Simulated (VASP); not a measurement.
A run of VASP 6.6.1:

INCAR

```
SYSTEM = ZnS
ALGO = Normal
EDIFF = 1E-6
ENCUT = 500
GGA = PE
GGA_COMPAT = .False.
ISIF = 2
ISMEAR = 0
LASPH = .True.
LCHARG = .True.
LELF = .True.
LREAL = .False.
LVHAR = .True.
LWAVE = .False.
NBANDS = 16
NELM = 120
PREC = Accurate
SIGMA = 0.05
```

The input KPOINTS:

```
k-points
0
Gamma
  8 8 8
  0 0 0
```

The input POSCAR:

```
ZnS
1.0
    0.0000000000      2.7215639846      2.7215639846
    2.7215639846      0.0000000000      2.7215639846
    2.7215639846      2.7215639846      0.0000000000
Zn S
1 1
Direct
    0.0128910761     -0.0190047131      0.0265084070
    0.7371089239      0.7690047131      0.7234915930
```

Potentials or basis: VASP PAW PBE potentials, release 64 (Zn, S).

Command:

```sh
$ cat potpaw_PBE.64/Zn/POTCAR potpaw_PBE.64/S/POTCAR > POTCAR
$ mpirun -np 1 vasp_std > vasp.out
```

Hardware: 1 thread of Intel Xeon 8259CL, with other jobs on the host.

Task: How long does it take, and how much memory?

Result: It took 3.9 min on 1 thread of Intel Xeon 8259CL (shared host), peak memory 0.27 GiB. Counts: scf iterations 12, k points 260.
